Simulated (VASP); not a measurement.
Set up this calculation in VASP 6.6.1, as the native input.

- Task: single point
- Functional: PBEsol
- Potentials or basis: VASP PAW PBE potentials, release 64 (Br)
- Cutoff: 500 eV
- k mesh: 6 × 6 × 6
- Occupations: fermi-dirac, width 0.15 eV
- Spin: no spin polarisation
- Dipole correction: no
- Further INCAR settings: ALGO = Normal; EDIFF = 1e-06; NBANDS = 18

The structure of Br lies in POSCAR:

```
Br
1.0
    4.5355024874      0.0000000000      0.0000000000
    0.0000000000      4.5355024874      0.0000000000
    0.0000000000      0.0000000000      4.5355024874
Br
3
Direct
    0.5000000000      0.0000000000      0.0000000000
    0.0000000000      0.5000000000      0.0000000000
    0.0000000000      0.0000000000      0.5000000000
```

The input as run:

INCAR

```
PREC = Accurate
ENCUT = 500
EDIFF = 1E-6
ISMEAR = -1
SIGMA = 0.15
LREAL = False
LASPH = True
NELM = 120
ALGO = Normal
ISIF = 2
LWAVE = False
LCHARG = True
GGA = PS
LELF = True
LVHAR = True
NBANDS = 18
GGA_COMPAT = False
```

KPOINTS

```
Automatic mesh
0
Gamma
  6 6 6
```

Potentials or basis: VASP PAW PBE potentials, release 64 (Br).

The run is started by

```bash
$ cat potpaw_PBE.64/Br/POTCAR > POTCAR
$ mpirun -np 1 vasp_std > vasp.out
```

It gave:

```yaml
Pressure: -1.6 GPa
Band_gap_on_the_k_mesh: zero (an odd number of electrons rules out a gap without spin polarisation)
```

Caveat: the PAW data sets were made with another functional, which shifts forces and pressure a little; an odd number of electrons without spin polarisation forces a metal; a magnetic or distorted state may lie lower.

Wall time 43 s on 1 thread of Intel Xeon 8259CL (shared host), peak memory 0.2 GiB.
